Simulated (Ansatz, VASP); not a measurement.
## Ge in VASP and in Ansatz

```
CELL_PARAMETERS angstrom
0.00000 2.82891 2.82891
2.82891 0.00000 2.82891
2.82891 2.82891 0.00000
ATOMIC_POSITIONS crystal
Ge 0.00000 0.00000 0.00000
Ge 0.25000 0.25000 0.25000
```

Alike in both runs: task single point; functional RPBE; k mesh 6 × 6 × 6; occupations gaussian, width 0.1 eV; no spin polarisation.

```csv
,VASP,Ansatz
version,VASP 6.6.1,Ansatz 0.2.0
potentials or method,"VASP PAW PBE potentials, release 64 (Ge_d), cutoff 500 eV","scalar-relativistic, plane waves, PAW"
valence electrons in the cell,28,28
```

```csv
,VASP,Ansatz,Ansatz less VASP
gap on the k mesh at the Fermi level (eV),0.15,0.14,-0.014
least direct gap on the mesh (eV),0.15,0.14,-0.014
pressure (GPa),5.2,5.4,+0.23
```

VASP's potentials were made for PBE, not for RPBE.
